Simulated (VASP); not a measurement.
A run of VASP 6.6.1 is set up as follows.

The input INCAR:

```
SYSTEM = NaF
ALGO = Normal
EDIFF = 1E-6
ENCUT = 520
GGA = PS
ISIF = 2
ISMEAR = 0
IVDW = 12
LASPH = .True.
LCHARG = .False.
LREAL = .False.
LWAVE = .False.
NBANDS = 14
NELM = 80
PREC = Accurate
SIGMA = 0.01
```

Contents of KPOINTS:

```
k-points
0
Gamma
  4 4 4
  0 0 0
```

POSCAR

```
NaF
1.0
    0.0042800000      2.3334000000      2.3355900000
    2.3473800000     -0.0243400000      2.3642200000
    2.3035500000      2.3182000000      0.0194900000
Na F
1 1
Direct
    0.0004400000      0.0308300000      0.9720700000
    0.4821748315      0.5153956957      0.5347819765
```

Potentials or basis: VASP PAW PBE potentials, release 64 (Na_pv, F).

The run is started by

```bash
$ cat potpaw_PBE.64/Na_pv/POTCAR potpaw_PBE.64/F/POTCAR > POTCAR
$ mpirun -np 1 vasp_std > vasp.out
```

Problem. Predict the largest force.

Solution. 0.341 eV/Å.

Problem. What does it give for the pressure?

Solution. -2.5 GPa.

Problem. Predict the dispersion energy per atom.

Solution. -0.159 eV.

Problem. Estimate the band gap on the k mesh.

Solution. 6.01 eV, direct.

Stress tensor (GPa, compression positive):
```
-1.94  0.19 -0.36
 0.19 -2.56  0.30
-0.36  0.30 -3.09
```

Caveat: the k points lie up to 0.59 Å⁻¹ apart; three body term missing; the PAW data sets were made with another functional, which shifts forces and pressure a little.
